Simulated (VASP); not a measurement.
Input of a VASP 6.6.1 run:

File POSCAR:

```
CdTe
1.0
    0.0000000000      2.7861582968      2.7861582968
    2.7861582968      0.0000000000      2.7861582968
    2.7861582968      2.7861582968      0.0000000000
Cd Te
1 1
Direct
    0.0000000000      0.0000000000      0.0000000000
    0.5000000000      0.5000000000      0.5000000000
```

INCAR.step1

```
PREC     = Accurate       # precision mode
ENCUT    = 520            # plane-wave cutoff, eV
ISMEAR   = -1             # smearing method
SIGMA    = 0.05           # smearing width, eV
LREAL    = False          # projectors in reciprocal space
LASPH    = True           # aspherical terms in the spheres
NELM     = 80             # most SCF steps
NBANDS   = 16             # bands
GGA      = PE             # functional
ALGO     = Normal         # electronic algorithm
EDIFF    = 1E-4           # SCF threshold, eV
LWAVE    = True           # write WAVECAR
LCHARG   = False          # write CHGCAR
```

INCAR.step2

```
PREC     = Accurate       # precision mode
ENCUT    = 520            # plane-wave cutoff, eV
EDIFF    = 1E-8           # SCF threshold, eV
ISMEAR   = -1             # smearing method
SIGMA    = 0.05           # smearing width, eV
LREAL    = False          # projectors in reciprocal space
LASPH    = True           # aspherical terms in the spheres
NELM     = 80             # most SCF steps
ALGO     = Normal         # electronic algorithm
ISIF     = 2              # what is computed and relaxed
LWAVE    = False          # write WAVECAR
LCHARG   = False          # write CHGCAR
METAGGA  = R2SCAN         # meta-GGA
LMIXTAU  = True         
LEFG     = True         
NBANDS   = 16             # bands
ISTART   = 1
```

File KPOINTS:

```
regular mesh
0
Gamma
  10 10 10
```

Potentials or basis: VASP PAW PBE potentials, release 64 (Cd, Te).

Launch:

```sh
$ cat potpaw_PBE.64/Cd/POTCAR potpaw_PBE.64/Te/POTCAR > POTCAR
$ cp INCAR.step1 INCAR
$ mpirun -np 1 vasp_std > vasp.out
$ cp INCAR.step2 INCAR
$ mpirun -np 1 vasp_std > vasp.out
```

Question: Estimate the pressure.

Answer: 26.9 GPa.

Question: Predict the band gap on the k mesh.

Answer: Zero (band 9 reaches 7.21 eV, above the bottom of band 10 at 5.83 eV).

Caveat: without QUAD_EFG the Cq values of the log hold for a quadrupole moment of 1 mb, not for the nuclei; the PAW data sets were made with another functional, which shifts forces and pressure a little; spin-orbit coupling is left out, which moves the levels of the heavy elements.
